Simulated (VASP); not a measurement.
Set up this calculation in VASP 6.6.1, as the native input.

```yaml
Task: single point
Functional: PBE
Potentials_or_basis: VASP PAW PBE potentials, release 64 (Ge_d, Sb, Te)
Cutoff: 500 eV
k_mesh: 4 × 4 × 3
Occupations: gaussian, width 0.2 eV
Spin: no spin polarisation
Dipole_correction: no
Further_INCAR_settings: ALGO = Normal; EDIFF = 1e-06; NBANDS = 30
```

The structure of Ge2Sb2Te lies in POSCAR:

```
Ge2Sb2Te
1.0
    5.8006349915      0.0000000000      0.0000000000
    0.0000000000      5.8006349915      0.0000000000
    0.0000000000      0.0000000000      5.3613311290
Ge Sb Te
2 2 1
Direct
    0.5000000000      0.5000000000      0.2428594155
    0.5000000000      0.5000000000      0.7571405845
    0.0000000000      0.5000000000      0.0000000000
    0.5000000000      0.0000000000      0.0000000000
    0.0000000000      0.0000000000      0.0000000000
```

One way to write it, as run:

INCAR

```
SYSTEM = Ge2Sb2Te
  PREC = Accurate
  ENCUT = 500
  EDIFF = 1E-6
  ISMEAR = 0
  SIGMA = 0.2
  LREAL = .False.
  LASPH = .True.
  NELM = 120
  ALGO = Normal
  ISIF = 2
  LWAVE = .False.
  LCHARG = .True.
  GGA = PE
  LELF = .True.
  LVHAR = .True.
  NBANDS = 30
  GGA_COMPAT = .False.
```

KPOINTS

```
regular mesh
0
Gamma
  4 4 3
  0 0 0
```

Potentials or basis: VASP PAW PBE potentials, release 64 (Ge_d, Sb, Te).

Command:

```console
$ cat potpaw_PBE.64/Ge_d/POTCAR potpaw_PBE.64/Sb/POTCAR potpaw_PBE.64/Te/POTCAR > POTCAR
$ mpirun -np 1 vasp_std > vasp.out
```

It gave:

```yaml
Pressure: -0.1 GPa
Largest_force: 0.041 eV/Å
Band_gap_on_the_k_mesh: zero (band 22 reaches 3.65 eV, above the bottom of band 23 at 3.11 eV)
```

Caveat: the k points lie up to 0.39 Å⁻¹ apart; spin-orbit coupling is left out, which moves the levels of the heavy elements.

Run time: 54 s on 1 thread of Intel Xeon 6975P-C (shared host), peak memory 0.28 GiB.
